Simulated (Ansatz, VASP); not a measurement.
## One calculation of P, two programs

```xyz
4
Lattice="3.0374 0.0000 0.0000 0.0000 32.2428 0.0000 0.0000 0.0000 4.6321" Properties=species:S:1:pos:R:3 pbc="T T T"
P     0.0000   31.2839    2.7429
P     0.0000    0.9589    1.8892
P     1.5187    0.9589    0.4268
P     1.5187   31.2839    4.2052
```

Change from the starting cell: strain -0.0750 x Voigt [1, 1, 0, 0, 0, 0], atoms carried along.

Alike in both runs: task single point; functional PBE; k mesh 8 × 1 × 6; occupations gaussian, width 0.05 eV; no spin polarisation.

|  | VASP | Ansatz |
| --- | --- | --- |
| version | VASP 6.6.1 | Ansatz 0.2.0 |
| potentials or method | VASP PAW PBE potentials, release 64 (P), cutoff 520 eV | scalar-relativistic, plane waves, PAW |
| valence electrons in the cell | 20 | 20 |

```csv
,VASP,Ansatz,Ansatz less VASP
gap on the k mesh at the Fermi level (eV),0.99,0.96,-0.036
least direct gap on the mesh (eV),1.22,1.18,-0.035
rms of the force components (eV/Å),1.125,1.165,+0.0395
```

Atom by atom the forces differ by 0.042 eV/Å (rms over components).
